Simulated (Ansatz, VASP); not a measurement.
**LiBr in VASP and in Ansatz**

```
CELL_PARAMETERS angstrom
0.00000 2.73955 2.73955
2.73955 0.00000 2.73955
2.73955 2.73955 0.00000
ATOMIC_POSITIONS crystal
Li 0.00000 0.00000 0.00000
Br 0.50000 0.50000 0.50000
```

Alike in both runs: task single point; functional r2SCAN; k mesh 8 × 8 × 8; no spin polarisation.

|  | VASP | Ansatz |
| --- | --- | --- |
| version | VASP 6.6.1 | Ansatz 0.2.0 |
| potentials or method | VASP PAW PBE potentials, release 64 (Li_sv, Br) | plane waves, PAW |
| plane-wave cutoff (eV) | 830 | 500 |
| occupations | gaussian, width 0.01 eV | fixed |
| valence electrons in the cell | 10 | 10 |

VASP gave:

* gap on the k mesh at the Fermi level (eV): 5.93
* pressure (GPa): -0.4

Which values does Ansatz return?

gap on the k mesh at the Fermi level (eV): 5.88; pressure (GPa): 0.0.

VASP's potentials were made for PBE, not for r2SCAN.
